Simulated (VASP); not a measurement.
Wanted: the native input for a VASP 6.6.1 run.

```yaml
Task: single point
Functional: PBEsol
Potentials_or_basis: VASP PAW PBE potentials, release 64 (Ge_d)
Cutoff: 520 eV
k_mesh: 14 × 14 × 14
Occupations: fermi-dirac, width 0.15 eV
Spin: no spin polarisation
Dipole_correction: no
Further_INCAR_settings: ALGO = Normal; EDIFF = 1e-06; NBANDS = 21
```

The structure of Ge lies in POSCAR:

```
Ge
1.0
   -2.5744900000      2.5744900000      1.3974130000
    2.5744900000     -2.5744900000      1.3974130000
    2.5744900000      2.5744900000     -1.3974130000
Ge
2
Direct
    0.2500000000      0.7500000000      0.5000000000
    0.5000000000      0.5000000000      0.0000000000
```

These files were run (other wordings do the same):

INCAR

```
SYSTEM = Ge
ALGO     = Normal         ! electronic algorithm
EDIFF    = 1E-6           ! SCF threshold, eV
ENCUT    = 520            ! plane-wave cutoff, eV
GGA      = PS             ! functional
ISIF     = 2              ! what is computed and relaxed
ISMEAR   = -1             ! smearing method
LASPH    = .TRUE.         ! aspherical terms in the spheres
LCHARG   = .TRUE.         ! write CHGCAR
LELF     = .TRUE.         ! ELF
LREAL    = .FALSE.        ! projectors in reciprocal space
LVHAR    = .TRUE.       
LWAVE    = .FALSE.        ! write WAVECAR
NBANDS   = 21             ! bands
NELM     = 100            ! most SCF steps
PREC     = Accurate       ! precision mode
SIGMA    = 0.15           ! smearing width, eV
```

KPOINTS

```
k-points
0
G
  14 14 14
  0 0 0
```

Potentials or basis: VASP PAW PBE potentials, release 64 (Ge_d).

The run is started by

```console
$ cat potpaw_PBE.64/Ge_d/POTCAR > POTCAR
$ mpirun -np 1 vasp_std > vasp.out
```

It gave:

```yaml
Pressure: -0.7 GPa
Band_gap_on_the_k_mesh: zero (bands 14 and 15 overlap by 4.95 eV)
```

Caveat: the PAW data sets were made with another functional, which shifts forces and pressure a little.

Run time: 69 s on 1 thread of Intel(R) Xeon(R) 6975P-C (Granite Rapids), with other jobs on the host, peak memory 0.27 GiB.
